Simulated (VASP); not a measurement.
Here is a VASP 6.6.1 calculation.

File INCAR:

```
SYSTEM = BP
ALGO = Normal
EDIFF = 1E-6
ENCUT = 500
GGA = PE
GGA_COMPAT = .False.
ISIF = 2
ISMEAR = 0
LASPH = .True.
LCHARG = .True.
LELF = .True.
LREAL = .False.
LVHAR = .True.
LWAVE = .False.
NBANDS = 11
NELM = 120
PREC = Accurate
SIGMA = 0.02
```

File KPOINTS:

```
k-points
0
Gamma
  10 10 10
  0 0 0
```

Contents of POSCAR:

```
BP
1.0
    0.0000000000      2.2740739401      2.2740739401
    2.2740739401      0.0000000000      2.2740739401
    2.2740739401      2.2740739401      0.0000000000
B P
1 1
Direct
    0.0000000000      0.0000000000      0.0000000000
    0.2500000000      0.2500000000      0.2500000000
```

Potentials or basis: VASP PAW PBE potentials, release 64 (B, P).

The run is started by

```sh
$ cat potpaw_PBE.64/B/POTCAR potpaw_PBE.64/P/POTCAR > POTCAR
$ mpirun -np 1 vasp_std > vasp.out
```

Q: What does it give for the pressure?

A: -0.2 GPa.

Q: Estimate the band gap on the k mesh.

A: 1.25 eV, indirect (least direct gap 3.39 eV).

A k mesh can miss the band edges.
